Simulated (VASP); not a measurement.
Crystal: SnSe.

```
Sn Se
1.0
     0.00000    3.39084    3.39084
     3.39084    0.00000    3.39084
     3.39084    3.39084    0.00000
Sn Se
1 1
Direct
  0.00000 0.00000 0.00000
  0.75000 0.75000 0.75000
```

| Property | Result |
| --- | --- |
| Program | VASP 6.6.1 |
| Task | relaxation of cell and atoms |
| Functional | PBE |
| Dispersion | D3(BJ) |
| Potentials or basis | VASP PAW PBE potentials, release 64 (Sn_d, Se) |
| Cutoff | 600 eV |
| k mesh | 7 × 7 × 7 |
| Occupations | fermi-dirac, width 0.05 eV |
| Spin | no spin polarisation |

At the start: pressure -0.8 GPa; volume 38.99 Å³/atom.

Problem. How do energy, volume and symmetry change on relaxing?

Solution. Over 3 steps the energy falls by 2.1 meV/atom and the volume is 38.20 Å³/atom (-2.0 %); space group F-43m (No. 216, to 0.05 Å).

Step by step:
| step | energy change (eV) | largest force (eV/Å) | pressure (GPa) | volume (Å³) |
| --- | --- | --- | --- | --- |
| 1 | 0.0000 | 0.0000 | -0.84 | 77.97 |
| 2 | -0.0032 | 0.0000 | 0.42 | 75.69 |
| 3 | -0.0042 | 0.0000 | 0.00 | 76.41 |

Final structure:
```xyz
2
Lattice="0.0000 3.3680 3.3680 3.3680 0.0000 3.3680 3.3680 3.3680 0.0000" Properties=species:S:1:pos:R:3 pbc="T T T"
Sn    0.0000    0.0000    0.0000
Se    5.0520    5.0520    5.0520
```
